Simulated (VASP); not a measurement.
# Sr (Fd-3m) in VASP: notebook, part 2 of 2

VASP 6.6.1. The steps go on from the part before.

### 3 Single point, revPBE (108.09 Å³/atom)

This run uses another cell than the first one, of 108.09 Å³/atom.

INCAR reads:

```
SYSTEM = Sr
PREC = Accurate
ENCUT = 520
EDIFF = 1E-6
ISMEAR = -1
SIGMA = 0.1
LREAL = .False.
LASPH = .True.
NELM = 100
ALGO = Normal
ISIF = 2
LWAVE = .False.
LCHARG = .True.
GGA = RE
LELF = .True.
LVHAR = .True.
NBANDS = 17
```

KPOINTS reads:

```
regular mesh
0
Gamma
  7 7 7
  0 0 0
```

POSCAR reads:

```
Sr
1.0
    0.0000000000      4.7634806888      4.7634806888
    4.7634806888      0.0000000000      4.7634806888
    4.7634806888      4.7634806888      0.0000000000
Sr
2
Direct
    0.1250000000      0.1250000000      0.1250000000
    0.8750000000      0.8750000000      0.8750000000
```

Potentials or basis: VASP PAW PBE potentials, release 64 (Sr_sv).

Command:

```console
cat potpaw_PBE.64/Sr_sv/POTCAR > POTCAR
mpirun -np 1 vasp_std > vasp.out
```

OUTCAR:

```text
SYSTEM = Sr
   PREC = Accurate
   ENCUT = 520
   EDIFF = 1E-6
   ISMEAR = -1
   LREAL = .False.
   LASPH = .True.
   NELM = 100
   ISIF = 2
   GGA = RE

 ion  position               nearest neighbor table
   1  0.125  0.125  0.125-   2 4.13   2 4.13   2 4.13   2 4.13
   2  0.875  0.875  0.875-   1 4.13   1 4.13   1 4.13   1 4.13

  LATTYP: Found a face centered cubic cell.
 ALAT       =     9.5269613776

  Lattice vectors:

 A1 = (   0.0000000000,   4.7634806888,   4.7634806888)
 A2 = (   4.7634806888,   0.0000000000,   4.7634806888)
 A3 = (   4.7634806888,   4.7634806888,   0.0000000000)

Analysis of symmetry for initial positions (statically):
=====================================================================
 Subroutine PRICEL returns:
 Original cell was already a primitive cell.

 Routine SETGRP: Setting up the symmetry group for a
 face centered cubic supercell.

 Subroutine GETGRP returns: Found 48 space group operations
 (whereof 12 operations were pure point group operations)
 out of a pool of 48 trial point group operations.

The static configuration has the point symmetry D_3d.
 The point group associated with its full space group is O_h .

Analysis of symmetry for dynamics (positions and initial velocities):
=====================================================================
 Subroutine PRICEL returns:
 Original cell was already a primitive cell.

 Routine SETGRP: Setting up the symmetry group for a
 face centered cubic supercell.

 Subroutine GETGRP returns: Found 48 space group operations
 (whereof 12 operations were pure point group operations)
 out of a pool of 48 trial point group operations.

The dynamic configuration has the point symmetry D_3d.
 The point group associated with its full space group is O_h .

 Subroutine INISYM returns: Found 48 space group operations
 (whereof 12 operations are pure point group operations),
 and found     1 'primitive' translations

----------------------------------------------------------------------------------------

                                     Primitive cell

  volume of cell :     216.1739

  direct lattice vectors                    reciprocal lattice vectors
     0.000000000  4.763480689  4.763480689    -0.104965262  0.104965262  0.104965262
     4.763480689  0.000000000  4.763480689     0.104965262 -0.104965262  0.104965262
     4.763480689  4.763480689  0.000000000     0.104965262  0.104965262 -0.104965262

  length of vectors
     6.736578994  6.736578994  6.736578994     0.181805167  0.181805167  0.181805167

  position of ions in fractional coordinates (direct lattice)
     0.125000000  0.125000000  0.125000000
     0.875000000  0.875000000  0.875000000

  ion indices of the primitive-cell ions
   primitive index   ion index
                 1           1
                 2           2

----------------------------------------------------------------------------------------

 KPOINTS: regular mesh

Automatic generation of k-mesh.
 Grid dimensions read from file:
 generate k-points for:    7    7    7

 Generating k-lattice:

  Cartesian coordinates                     Fractional coordinates (reciprocal lattice)
    -0.014995037  0.014995037  0.014995037     0.142857143  0.000000000  0.000000000
     0.014995037 -0.014995037  0.014995037     0.000000000  0.142857143  0.000000000
     0.014995037  0.014995037 -0.014995037     0.000000000  0.000000000  0.142857143

  Length of vectors
     0.025972167  0.025972167  0.025972167

  Shift w.r.t. Gamma in fractional coordinates (k-lattice)
     0.000000000  0.000000000  0.000000000

 Subroutine IBZKPT returns following result:
 ===========================================

 Found     20 irreducible k-points:

 Following reciprocal coordinates:
            Coordinates               Weight
  0.000000  0.000000  0.000000      1.000000
  0.142857  0.000000  0.000000      8.000000
  0.285714  0.000000  0.000000      8.000000
  0.428571  0.000000  0.000000      8.000000
  0.142857  0.142857  0.000000      6.000000
  0.285714  0.142857  0.000000     24.000000
[... 12 lines left out ...]
 -0.428571  0.428571  0.142857     24.000000
 -0.285714  0.428571  0.142857     24.000000
   k-points           NKPTS =     20   k-points in BZ     NKDIM =     20   number of bands    NBANDS=     17
   number of dos      NEDOS =    301   number of ions     NIONS =      2
   total plane-waves  NPLWV = 125000
   dimension x,y,z NGX =    50 NGY =   50 NGZ =   50
   dimension x,y,z NGXF=   100 NGYF=  100 NGZF=  100
   ions per type =               2
   NGX,Y,Z   is equivalent  to a cutoff of  12.34, 12.34, 12.34 a.u.
   NGXF,Y,Z  is equivalent  to a cutoff of  24.68, 24.68, 24.68 a.u.
 SYSTEM =  Sr
   PREC   = accura    normal or accurate (medium, high low for compatibility)
   ISTART =      0    job   : 0-new  1-cont  2-samecut
   ICHARG =      2    charge: 1-file 2-atom 10-const
   ISPIN  =      1    spin polarized calculation?
   LNONCOLLINEAR =      F non collinear calculations
   LSORBIT =      F    spin-orbit coupling
   LASPH  =      T    aspherical Exc in radial PAW
   ENCUT  =  520.0 eV  38.22 Ry    6.18 a.u.  12.53 12.53 12.53*2*pi/ulx,y,z
   NELM   =    100;   NELMIN=  2; NELMDL= -5     # of ELM steps
   EDIFF  = 0.1E-05   stopping-criterion for ELM
   LREAL  =      F    real-space projection
   EDIFFG = 0.1E-04   stopping-criterion for IOM
   NSW    =      0    number of steps for IOM
   IBRION =     -1    ionic relax: 0-MD 1-quasi-New 2-CG
   NFREE  =      0    steps in history (QN), initial steepest desc. (CG)
   ISIF   =      2    stress and relaxation
   ISYM   =      2    0-nonsym 1-usesym 2-fastsym
   POTIM  = 0.5000    time-step for ionic-motion
   TEBEG  =    0.0;   TEEND  =   0.0 temperature during run
   PSTRESS=    0.0 pullay stress
   NELECT =      20.0000    total number of electrons
   NUPDOWN=      -1.0000    fix difference up-down
   EMIN   =  10.00;   EMAX   =-10.00  energy-range for DOS
   EFERMI =   0.00;   METHOD = LEGACY
   ISMEAR =    -1;   SIGMA  =   0.10  broadening in eV -4-tet -1-fermi 0-gaus
   EFERMI_NEDOS =   21; number of points for ismear=-14 and -15
   IALGO  =     38    algorithm
   IMIX   =      4    mixing-type and parameters
     AMIX     =   0.40;   BMIX     =  1.00
     AMIX_MAG =   1.60;   BMIX_MAG =  1.00
  volume/ion in A,a.u.               =     108.09       729.41
  Fermi-wavevector in a.u.,A,eV,Ry     =   0.740430  1.399209  7.459203  0.548236
  Thomas-Fermi vector in A             =   1.834830
   LORBIT       =      0    0 simple, 1 ext, 2 COOP (PROOUT), +10 PAW based schemes
   GGA     = RE    functional components
   LHFCALC =     F    Hartree Fock is set to
   AEXX    =    0.0000 exact exchange contribution
   IVDW    =     0    specifies the selected vdW correction
   LEPSILON=     F    determine dielectric tensor
   LRPA    =     F    only Hartree local field effects (RPA)
 non-spin polarized calculation
  energy-cutoff  :      520.00
  volume of cell :      216.17
 maximum number of plane-waves:      5847
 NGX is ok and might be reduce to    50
   NGX = 25   NGY = 25   NGZ = 25

 number of electron      20.0000001 magnetization

 Free energy of the ion-electron system (eV)
  ---------------------------------------------------
  ext. energy  EPLUGINS =         0.00000000
  ---------------------------------------------------
  free energy    TOTEN  =        -1.17210060 eV

  energy without entropy =       -1.05924560  energy(sigma->0) =       -1.11567310

 E-fermi :  -0.2101     XC(G=0):  -5.3038

 val. band max:       -0.2234299583   @ k =   0.2857   0.0000   0.0000
 cond. band min:      -0.1913815893   @ k =  -0.4286   0.2857   0.0000
 fundamental gap:      0.0320483691
 Fermi energy:        -0.2100671194

 k-point     1 :       0.0000    0.0000    0.0000
  band No.  band energies     occupation
      1     -37.8795      2.00000
      2     -37.8655      2.00000
      3     -19.8615      2.00000
      4     -19.8615      2.00000
      5     -19.8615      2.00000
      6     -19.7890      2.00000
[... 9 lines left out ...]
     16       1.2096      0.00000
     17       1.2096      0.00000
[... 361 lines left out ...]
 k-point    20 :      -0.2857    0.4286    0.1429
  band No.  band energies     occupation
      1     -37.8735      2.00000
      2     -37.8715      2.00000
      3     -19.8754      2.00000
      4     -19.8732      2.00000
      5     -19.8329      2.00000
      6     -19.8185      2.00000
[... 9 lines left out ...]
     16       1.3138      0.00000
     17       1.9134      0.00000

------------------------ aborting loop because EDIFF is reached ----------------------------------------

  FORCE on cell =-STRESS in cart. coord.  units (eV):
  Direction    XX          YY          ZZ          XY          YZ          ZX
  --------------------------------------------------------------------------------------
  -------------------------------------------------------------------------------------
  Total        0.3291770      0.3291770      0.3291770     -0.0000000      0.0000000     -0.0000000
  in kB        2.4397021      2.4397021      2.4397021     -0.0000000      0.0000000     -0.0000000
  external PRESSURE =       2.4397021 kB  Pullay stress =       0.0000000 kB

 VOLUME and BASIS-vectors are now :
 -----------------------------------------------------------------------------
  energy-cutoff  :      520.00
  volume of cell :      216.17
      direct lattice vectors                 reciprocal lattice vectors
     0.000000000  4.763480689  4.763480689    -0.104965262  0.104965262  0.104965262
     4.763480689  0.000000000  4.763480689     0.104965262 -0.104965262  0.104965262
     4.763480689  4.763480689  0.000000000     0.104965262  0.104965262 -0.104965262

 POSITION                                       TOTAL-FORCE (eV/Angst)
 -----------------------------------------------------------------------------------
      1.19087      1.19087      1.19087         0.000000      0.000000      0.000000
      8.33609      8.33609      8.33609        -0.000000     -0.000000     -0.000000
 -----------------------------------------------------------------------------------
    total drift:                                0.000000      0.000000     -0.000000

  FREE ENERGIE OF THE ION-ELECTRON SYSTEM (eV)
  ---------------------------------------------------
  free  energy   TOTEN  =        -1.1721005994 eV

  energy  without entropy=       -1.0592456039  energy(sigma->0) =       -1.11567310
```

Run time: 54 s. Hardware: 1 thread of AMD EPYC 9R45 (Zen 5), shared host; peak memory 0.32 GiB.

What came out:

```
Free energy            : -1.1721 eV
Pressure               : 0.2 GPa
Band gap on the k mesh : zero (bands 10 and 11 overlap by 0.72 eV)
```

Levels at points of the mesh, in eV from the Fermi level:
| k point | band 6 | band 7 | band 8 | band 9 | band 10 | band 11 | band 12 | band 13 | band 14 | band 15 |
| --- | --- | --- | --- | --- | --- | --- | --- | --- | --- | --- |
| (0.00, 0.00, 0.00) | -19.58 | -19.58 | -19.58 | -2.66 | 0.67 | 0.67 | 0.67 | 0.90 | 0.90 | 1.42 |

Caveat: the PAW data sets were made with another functional, which shifts forces and pressure a little.

### 4 Single point, revPBE (112.79 Å³/atom)

This run uses another cell than the first one, of 112.79 Å³/atom.

INCAR reads:

```
PREC     = Accurate       # precision mode
ENCUT    = 520            # plane-wave cutoff, eV
EDIFF    = 1E-6           # SCF threshold, eV
ISMEAR   = -1             # smearing method
SIGMA    = 0.1            # smearing width, eV
LREAL    = F              # projectors in reciprocal space
LASPH    = T              # aspherical terms in the spheres
NELM     = 60             # most SCF steps
ALGO     = Normal         # electronic algorithm
ISIF     = 2              # what is computed and relaxed
LWAVE    = F              # write WAVECAR
LCHARG   = F              # write CHGCAR
GGA      = RE             # functional
NBANDS   = 17             # bands
```

KPOINTS reads:

```
Automatic mesh
0
Gamma
  7 7 7
```

POSCAR reads:

```
Sr
1.0
    0.0000000000      4.8315396080      4.8315396080
    4.8315396080      0.0000000000      4.8315396080
    4.8315396080      4.8315396080      0.0000000000
Sr
2
Direct
    0.1250000000      0.1250000000      0.1250000000
    0.8750000000      0.8750000000      0.8750000000
```

Command:

```console
cat potpaw_PBE.64/Sr_sv/POTCAR > POTCAR
mpirun -np 1 vasp_std > vasp.out
```

It took 65 s on 1 thread of AMD EPYC 9R45 (Zen 5), shared host; peak memory 0.38 GiB.

It converged, with:

```yaml
Free_energy: -1.1829 eV
Pressure: 0.1 GPa
Band_gap_on_the_k_mesh: zero (bands 10 and 11 overlap by 0.68 eV)
```

Levels at points of the mesh, in eV from the Fermi level:
```
           k point  band 8  band 9  band 10  band 11  band 12  band 13
(0.00, 0.00, 0.00)  -19.62   -2.61     0.65     0.65     0.65     0.90
```

Caveat: the PAW data sets were made with another functional, which shifts forces and pressure a little.

### 5 Single point, revPBE (117.49 Å³/atom)

This run uses another cell than the first one, of 117.49 Å³/atom.

INCAR reads:

```
SYSTEM = Sr
ALGO     = Normal         ! electronic algorithm
EDIFF    = 1E-6           ! SCF threshold, eV
ENCUT    = 520            ! plane-wave cutoff, eV
GGA      = RE             ! functional
ISIF     = 2              ! what is computed and relaxed
ISMEAR   = -1             ! smearing method
LASPH    = .True.         ! aspherical terms in the spheres
LCHARG   = .True.         ! write CHGCAR
LELF     = .True.         ! ELF
LREAL    = .False.        ! projectors in reciprocal space
LVHAR    = .True.       
LWAVE    = .False.        ! write WAVECAR
NBANDS   = 17             ! bands
NELM     = 80             ! most SCF steps
PREC     = Accurate       ! precision mode
SIGMA    = 0.1            ! smearing width, eV
```

KPOINTS reads:

```
k-points
0
Gamma
  7 7 7
  0 0 0
```

POSCAR reads:

```
Sr
1.0
    0.0000000000      4.8977333076      4.8977333076
    4.8977333076      0.0000000000      4.8977333076
    4.8977333076      4.8977333076      0.0000000000
Sr
2
Direct
    0.1250000000      0.1250000000      0.1250000000
    0.8750000000      0.8750000000      0.8750000000
```

Command:

```console
cat potpaw_PBE.64/Sr_sv/POTCAR > POTCAR
mpirun -np 1 vasp_std > vasp.out
```

Run time: 68 s. Hardware: 1 thread of AMD EPYC 9R45 (Zen 5), shared host; peak memory 0.38 GiB.

It converged, with:

```yaml
Free_energy: -1.1870 eV
Pressure: 0.0 GPa
Band_gap_on_the_k_mesh: zero (bands 10 and 11 overlap by 0.65 eV)
```

Levels at points of the mesh, in eV from the Fermi level:
| k point | band 7 | band 8 | band 9 | band 10 | band 11 | band 12 | band 13 | band 14 |
| --- | --- | --- | --- | --- | --- | --- | --- | --- |
| (0.00, 0.00, 0.00) | -19.67 | -19.67 | -2.57 | 0.63 | 0.63 | 0.63 | 0.90 | 0.90 |

Caveat: the PAW data sets were made with another functional, which shifts forces and pressure a little.

### 6 Summary

| cell | gap on the mesh (eV) | pressure (GPa) |
| --- | --- | --- |
| a = 6.637 Å, angles 60.0°, 2 atoms | none | 0.4 |
| a = 6.737 Å, angles 60.0°, 2 atoms | none | 0.2 |
| a = 6.833 Å, angles 60.0°, 2 atoms | none | 0.1 |
| a = 6.926 Å, angles 60.0°, 2 atoms | none | 0.0 |

Alike in all rows: task single point; level revPBE; potentials or basis VASP PAW PBE potentials, release 64 (Sr_sv); no spin polarisation; k mesh 7 × 7 × 7; cutoff (eV) 520; smearing fermi-dirac 0.1 eV.

Caveats: the PAW data sets were made with another functional, which shifts forces and pressure a little.

Absolute energies hang on the potentials; compare differences alone.

The gap in the log of VASP goes by the Fermi energy; the results here count the filled bands.